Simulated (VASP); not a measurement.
# WS2 in VASP: a series of runs

WS2 is run at these levels: r2SCAN; tasks: single point.

Program: VASP 6.6.1. These are calculated values, not measurements. Logs are shortened: lines on timing, memory, paths and dates and some standing lists are left out, and cuts for length are marked.

### 1 The cell of the first run

The cell holds a slab with vacuum, 3 atoms: a = 3.181 Å, b = 3.181 Å, c = 16.951 Å, α = 90.00°, β = 90.00°, γ = 120.00°.

### 2 Single point, r2SCAN

Input file POSCAR:

```
WS2
1.0
    3.1810953945      0.0000000000      0.0000000000
   -1.5905476972      2.7549094235      0.0000000000
    0.0000000000      0.0000000000     16.9507399470
W S
1 2
Direct
    0.3333333333      0.6666666667      0.0000000000
    0.6666666667      0.3333333333      0.9080224898
    0.6666666667      0.3333333333      0.0919775102
```

Input file INCAR.step1:

```
SYSTEM = WS2
PREC = Accurate
ENCUT = 520
ISMEAR = 0
SIGMA = 0.02
LREAL = .FALSE.
LASPH = .TRUE.
NELM = 80
NBANDS = 20
GGA = PE
ALGO = Normal
EDIFF = 1E-4
LWAVE = .TRUE.
LCHARG = .FALSE.
```

Input file INCAR.step2:

```
SYSTEM = WS2
PREC = Accurate
ENCUT = 520
EDIFF = 1E-6
ISMEAR = 0
SIGMA = 0.02
LREAL = .FALSE.
LASPH = .TRUE.
NELM = 80
ALGO = Normal
ISIF = 2
LWAVE = .FALSE.
LCHARG = .FALSE.
METAGGA = R2SCAN
LMIXTAU = .TRUE.
NBANDS = 20
ISTART = 1
```

Input file KPOINTS:

```
Automatic mesh
0
G
  12 12 2
  0 0 0
```

Potentials or basis: VASP PAW PBE potentials, release 64 (W_sv, S).

Command:

```sh
cat potpaw_PBE.64/W_sv/POTCAR potpaw_PBE.64/S/POTCAR > POTCAR
cp INCAR.step1 INCAR
mpirun -np 1 vasp_std > vasp.out
cp INCAR.step2 INCAR
mpirun -np 1 vasp_std > vasp.out
```

OUTCAR:

```text
SYSTEM = WS2
   PREC = Accurate
   ENCUT = 520
   EDIFF = 1E-6
   ISMEAR = 0
   LREAL = .FALSE.
   LASPH = .TRUE.
   NELM = 80
   ISIF = 2
   METAGGA = R2SCAN
   ISTART = 1

 ion  position               nearest neighbor table
   1  0.333  0.667  0.000-   2 2.41   3 2.41   2 2.41   3 2.41   2 2.41   3 2.41
   2  0.667  0.333  0.908-   1 2.41   1 2.41   1 2.41
   3  0.667  0.333  0.092-   1 2.41   1 2.41   1 2.41

  LATTYP: Found a hexagonal cell.
 ALAT       =     3.1810953945
 C/A-ratio  =     5.3285858627

  Lattice vectors:

 A1 = (   3.1810953945,   0.0000000000,   0.0000000000)
 A2 = (  -1.5905476972,   2.7549094235,   0.0000000000)
 A3 = (   0.0000000000,   0.0000000000,  16.9507399470)

Analysis of symmetry for initial positions (statically):
=====================================================================
 Subroutine PRICEL returns:
 Original cell was already a primitive cell.

 Routine SETGRP: Setting up the symmetry group for a
 hexagonal supercell.

 Subroutine GETGRP returns: Found 12 space group operations
 (whereof 12 operations were pure point group operations)
 out of a pool of 24 trial point group operations.

The static configuration has the point symmetry D_3h.

Analysis of symmetry for dynamics (positions and initial velocities):
=====================================================================
 Subroutine PRICEL returns:
 Original cell was already a primitive cell.

 Routine SETGRP: Setting up the symmetry group for a
 hexagonal supercell.

 Subroutine GETGRP returns: Found 12 space group operations
 (whereof 12 operations were pure point group operations)
 out of a pool of 24 trial point group operations.

The dynamic configuration has the point symmetry D_3h.

 Subroutine INISYM returns: Found 12 space group operations
 (whereof 12 operations are pure point group operations),
 and found     1 'primitive' translations

----------------------------------------------------------------------------------------

                                     Primitive cell

  volume of cell :     148.5500

  direct lattice vectors                    reciprocal lattice vectors
     3.181095394  0.000000000  0.000000000     0.314357124  0.181494170  0.000000000
    -1.590547697  2.754909424  0.000000000     0.000000000  0.362988341  0.000000000
     0.000000000  0.000000000 16.950739947     0.000000000  0.000000000  0.058994475

  length of vectors
     3.181095394  3.181095394 16.950739947     0.362988341  0.362988341  0.058994475

  position of ions in fractional coordinates (direct lattice)
     0.333333333  0.666666667  0.000000000
     0.666666667  0.333333333  0.908022490
     0.666666667  0.333333333  0.091977510

  ion indices of the primitive-cell ions
   primitive index   ion index
                 1           1
                 2           2
                 3           3

----------------------------------------------------------------------------------------

 KPOINTS: Automatic mesh

Automatic generation of k-mesh.
 Grid dimensions read from file:
 generate k-points for:   12   12    2

 Generating k-lattice:

  Cartesian coordinates                     Fractional coordinates (reciprocal lattice)
     0.026196427  0.015124514  0.000000000     0.083333333  0.000000000  0.000000000
     0.000000000  0.030249028  0.000000000     0.000000000  0.083333333  0.000000000
     0.000000000  0.000000000  0.029497237     0.000000000  0.000000000  0.500000000

  Length of vectors
     0.030249028  0.030249028  0.029497237

  Shift w.r.t. Gamma in fractional coordinates (k-lattice)
     0.000000000  0.000000000  0.000000000

 Subroutine IBZKPT returns following result:
 ===========================================

 Found     38 irreducible k-points:

 Following reciprocal coordinates:
            Coordinates               Weight
  0.000000  0.000000  0.000000      1.000000
  0.083333 -0.000000  0.000000      6.000000
  0.166667  0.000000  0.000000      6.000000
  0.250000 -0.000000  0.000000      6.000000
  0.333333 -0.000000  0.000000      6.000000
  0.416667 -0.000000  0.000000      6.000000
[... 16 lines left out ...]
  0.250000 -0.000000  0.500000      6.000000
  0.333333 -0.000000  0.500000      6.000000
 [... further k-points ...]
   k-points           NKPTS =     38   k-points in BZ     NKDIM =     38   number of bands    NBANDS=     20
   number of dos      NEDOS =    301   number of ions     NIONS =      3
   total plane-waves  NPLWV =  72576
   dimension x,y,z NGX =    24 NGY =   24 NGZ =  126
   dimension x,y,z NGXF=    48 NGYF=   48 NGZF=  252
   ions per type =               1   2
   NGX,Y,Z   is equivalent  to a cutoff of  12.54, 12.54, 12.36 a.u.
   NGXF,Y,Z  is equivalent  to a cutoff of  25.09, 25.09, 24.72 a.u.
 SYSTEM =  WS2
   PREC   = accura    normal or accurate (medium, high low for compatibility)
   ISTART =      1    job   : 0-new  1-cont  2-samecut
   ICHARG =      0    charge: 1-file 2-atom 10-const
   ISPIN  =      1    spin polarized calculation?
   LNONCOLLINEAR =      F non collinear calculations
   LSORBIT =      F    spin-orbit coupling
   LASPH  =      T    aspherical Exc in radial PAW
   ENCUT  =  520.0 eV  38.22 Ry    6.18 a.u.   5.91  5.91 31.52*2*pi/ulx,y,z
   NELM   =     80;   NELMIN=  2; NELMDL=  0     # of ELM steps
   EDIFF  = 0.1E-05   stopping-criterion for ELM
   LREAL  =      F    real-space projection
   EDIFFG = 0.1E-04   stopping-criterion for IOM
   NSW    =      0    number of steps for IOM
   IBRION =     -1    ionic relax: 0-MD 1-quasi-New 2-CG
   NFREE  =      0    steps in history (QN), initial steepest desc. (CG)
   ISIF   =      2    stress and relaxation
   ISYM   =      2    0-nonsym 1-usesym 2-fastsym
   POTIM  = 0.5000    time-step for ionic-motion
   TEBEG  =    0.0;   TEEND  =   0.0 temperature during run
   PSTRESS=    0.0 pullay stress
   NELECT =      26.0000    total number of electrons
   NUPDOWN=      -1.0000    fix difference up-down
   EMIN   =  10.00;   EMAX   =-10.00  energy-range for DOS
   EFERMI =   0.00;   METHOD = LEGACY
   ISMEAR =     0;   SIGMA  =   0.02  broadening in eV -4-tet -1-fermi 0-gaus
   EFERMI_NEDOS =   21; number of points for ismear=-14 and -15
   IALGO  =     38    algorithm
   IMIX   =      4    mixing-type and parameters
     AMIX     =   0.40;   BMIX     =  1.00
     AMIX_MAG =   1.60;   BMIX_MAG =  1.00
  volume/ion in A,a.u.               =      49.52       334.15
  Fermi-wavevector in a.u.,A,eV,Ry     =   0.915746  1.730509 11.409721  0.838591
  Thomas-Fermi vector in A             =   2.040523
   LORBIT       =      0    0 simple, 1 ext, 2 COOP (PROOUT), +10 PAW based schemes
   METAGGA = R2SCAN    functional components
   LHFCALC =     F    Hartree Fock is set to
   AEXX    =    0.0000 exact exchange contribution
   IVDW    =     0    specifies the selected vdW correction
   LEPSILON=     F    determine dielectric tensor
   LRPA    =     F    only Hartree local field effects (RPA)
 non-spin polarized calculation
 Gauss-broadening in eV      SIGMA  =   0.02
  energy-cutoff  :      520.00
  volume of cell :      148.55
 maximum number of plane-waves:      4030
 NGX is ok and might be reduce to    24
   NGX = 11   NGY = 11   NGZ = 63

 number of electron      25.9999999 magnetization

 Free energy of the ion-electron system (eV)
  ---------------------------------------------------
  ext. energy  EPLUGINS =         0.00000000
  ---------------------------------------------------
  free energy    TOTEN  =       -70.04086625 eV

  energy without entropy =      -70.04086625  energy(sigma->0) =      -70.04086625

 E-fermi :  -1.2042     XC(G=0):  -4.5953

 val. band max:       -1.3828971959   @ k =   0.0000   0.0000   0.5000
 cond. band min:       0.5275252306   @ k =   0.3333   0.3333   0.0000
 fundamental gap:      1.9104224266
 Fermi energy:        -1.2041663865

 k-point     1 :       0.0000    0.0000    0.0000
  band No.  band energies     occupation
      1     -77.3524      2.00000
      2     -40.9402      2.00000
      3     -40.7864      2.00000
      4     -40.7864      2.00000
      5     -16.8823      2.00000
      6     -15.1426      2.00000
[... 12 lines left out ...]
     19       4.6628      0.00000
     20       4.7710      0.00000

 k-point     2 :       0.0833   -0.0000    0.0000
  band No.  band energies     occupation
      1     -77.3511      2.00000
      2     -40.9357      2.00000
      3     -40.8110      2.00000
      4     -40.7921      2.00000
      5     -16.7631      2.00000
      6     -15.1004      2.00000
[... 12 lines left out ...]
     19       4.9082      0.00000
     20       5.0599      0.00000

 k-point     3 :       0.1667    0.0000    0.0000
  band No.  band energies     occupation
      1     -77.3476      2.00000
      2     -40.9234      2.00000
      3     -40.8776      2.00000
      4     -40.8076      2.00000
      5     -16.4238      2.00000
      6     -14.9806      2.00000
[... 12 lines left out ...]
     19       5.3068      0.00000
     20       5.9467      0.00000

 k-point     4 :       0.2500   -0.0000    0.0000
  band No.  band energies     occupation
      1     -77.3428      2.00000
      2     -40.9674      2.00000
      3     -40.9064      2.00000
      4     -40.8287      2.00000
      5     -15.9208      2.00000
      6     -14.8051      2.00000
[... 12 lines left out ...]
     19       5.9179      0.00000
     20       6.4618      0.00000

 k-point     5 :       0.3333   -0.0000    0.0000
  band No.  band energies     occupation
      1     -77.3380      2.00000
      2     -41.0559      2.00000
      3     -40.8895      2.00000
      4     -40.8497      2.00000
      5     -15.3538      2.00000
      6     -14.6131      2.00000
[... 12 lines left out ...]
     19       6.4556      0.00000
     20       6.5304      0.00000
[... 353 lines left out ...]
      6     -15.1004      2.00000
[... 12 lines left out ...]
     19       4.6309      0.00000
     20       5.2778      0.00000

 k-point    22 :       0.1667    0.0000    0.5000
  band No.  band energies     occupation
      1     -77.3476      2.00000
      2     -40.9234      2.00000
      3     -40.8776      2.00000
      4     -40.8076      2.00000
      5     -16.4238      2.00000
      6     -14.9806      2.00000
[... 12 lines left out ...]
     19       5.1639      0.00000
     20       6.3625      0.00000

 k-point    23 :       0.2500   -0.0000    0.5000
  band No.  band energies     occupation
      1     -77.3428      2.00000
      2     -40.9674      2.00000
      3     -40.9064      2.00000
      4     -40.8287      2.00000
      5     -15.9208      2.00000
      6     -14.8051      2.00000
[... 12 lines left out ...]
     19       5.7136      0.00000
     20       6.8592      0.00000

 k-point    24 :       0.3333   -0.0000    0.5000
  band No.  band energies     occupation
      1     -77.3380      2.00000
      2     -41.0559      2.00000
      3     -40.8895      2.00000
      4     -40.8497      2.00000
      5     -15.3538      2.00000
      6     -14.6131      2.00000
[... 12 lines left out ...]
     19       6.4078      0.00000
     20       6.5751      0.00000

 [... further k-points ...]
[... 5 lines left out ...]
  --------------------------------------------------------------------------------------
  -------------------------------------------------------------------------------------
  Total        0.0774936      0.0774936      0.0450266      0.0000000      0.0000000      0.0000000
  in kB        0.8358025      0.8358025      0.4856314      0.0000000      0.0000000      0.0000000
  external PRESSURE =       0.7190788 kB  Pullay stress =       0.0000000 kB

 VOLUME and BASIS-vectors are now :
 -----------------------------------------------------------------------------
  energy-cutoff  :      520.00
  volume of cell :      148.55
      direct lattice vectors                 reciprocal lattice vectors
     3.181095394  0.000000000  0.000000000     0.314357124  0.181494170  0.000000000
    -1.590547697  2.754909424  0.000000000     0.000000000  0.362988341  0.000000000
     0.000000000  0.000000000 16.950739947     0.000000000  0.000000000  0.058994475

 POSITION                                       TOTAL-FORCE (eV/Angst)
 -----------------------------------------------------------------------------------
     -0.00000      1.83661      0.00000        -0.000000      0.000000      0.000000
      1.59055      0.91830     15.39165         0.000000     -0.000000     -0.022201
      1.59055      0.91830      1.55909         0.000000     -0.000000      0.022201
 -----------------------------------------------------------------------------------
    total drift:                                0.000001     -0.000000     -0.000000

  FREE ENERGIE OF THE ION-ELECTRON SYSTEM (eV)
  ---------------------------------------------------
  free  energy   TOTEN  =       -70.0408662516 eV

  energy  without entropy=      -70.0408662516  energy(sigma->0) =      -70.04086625
```

Run time: 2.7 min. Hardware: 1 thread of Intel Xeon 6975P-C (Granite Rapids), shared host; peak memory 0.34 GiB.

What came out:

```
Free energy            : -70.0409 eV
Largest force          : 0.022 eV/Å
Band gap on the k mesh : 1.91 eV, indirect (least direct gap 1.93 eV)
```

Forces on the atoms (eV/Å):
```
W    0.000  0.000  0.000
S    0.000  0.000 -0.022
S    0.000  0.000  0.022
```

Caveat: the PAW data sets were made with another functional, which shifts forces and pressure a little; spin-orbit coupling is left out, which moves the levels of the heavy elements.

### 3 Single point, r2SCAN

Input file POSCAR:

```
WS2
1.0
   -3.1810953848      0.0000000000      0.0000000000
   -1.5905476924     -2.7549094151      0.0000000000
    0.0000000000      0.0000000000     16.9507399883
W S
1 2
Direct
    0.3333333333      0.3333333333      0.0000000000
    0.6666666667      0.6666666667      0.9080224903
    0.6666666667      0.6666666667      0.0919775097
```

Input file INCAR.step1:

```
PREC = Accurate
ENCUT = 520
ISMEAR = 0
SIGMA = 0.05
LREAL = False
LASPH = True
NELM = 80
NBANDS = 20
GGA = PE
ALGO = Normal
EDIFF = 1E-4
LWAVE = True
LCHARG = False
```

Input file INCAR.step2:

```
PREC = Accurate
ENCUT = 520
EDIFF = 1E-6
ISMEAR = 0
SIGMA = 0.05
LREAL = False
LASPH = True
NELM = 80
ALGO = Normal
ISIF = 2
LWAVE = False
LCHARG = False
METAGGA = R2SCAN
LMIXTAU = True
NBANDS = 20
ISTART = 1
```

Input file KPOINTS:

```
regular mesh
0
Gamma
  10 10 2
```

Potentials or basis: VASP PAW PBE potentials, release 64 (W_sv, S).

Command:

```sh
cat potpaw_PBE.64/W_sv/POTCAR potpaw_PBE.64/S/POTCAR > POTCAR
cp INCAR.step1 INCAR
mpirun -np 1 vasp_std > vasp.out
cp INCAR.step2 INCAR
mpirun -np 1 vasp_std > vasp.out
```

Wall time 2.1 min (1 thread of Intel Xeon 6975P-C (Granite Rapids), shared host); peak memory 0.32 GiB.

It converged, with:

| Quantity | Value |
| --- | --- |
| Free energy | -70.0410 eV |
| Largest force | 0.022 eV/Å |
| Band gap on the k mesh | 2.12 eV, indirect (least direct gap 2.29 eV) |

Forces in eV/Å, atoms in the order of the input:
```
W    0.000  0.000  0.000
S    0.000  0.000 -0.022
S    0.000  0.000  0.022
```

Levels at points of the mesh, in eV from the valence-band top:
```csv
k point,band 10,band 11,band 12,band 13,band 14,band 15,band 16,band 17
"(0.00, 0.00, 0.00)",-2.23,-1.78,-1.78,0.00,3.08,3.08,3.23,3.23
"(0.50, 0.00, 0.00)",-3.64,-2.27,-1.43,-0.98,3.00,3.47,4.41,5.01
"(0.00, 0.00, 0.50)",-2.23,-1.78,-1.78,0.00,3.08,3.08,3.23,3.23
"(0.50, 0.00, 0.50)",-3.64,-2.27,-1.43,-0.98,3.00,3.47,4.41,5.01
```

Caveat: the PAW data sets were made with another functional, which shifts forces and pressure a little; spin-orbit coupling is left out, which moves the levels of the heavy elements.
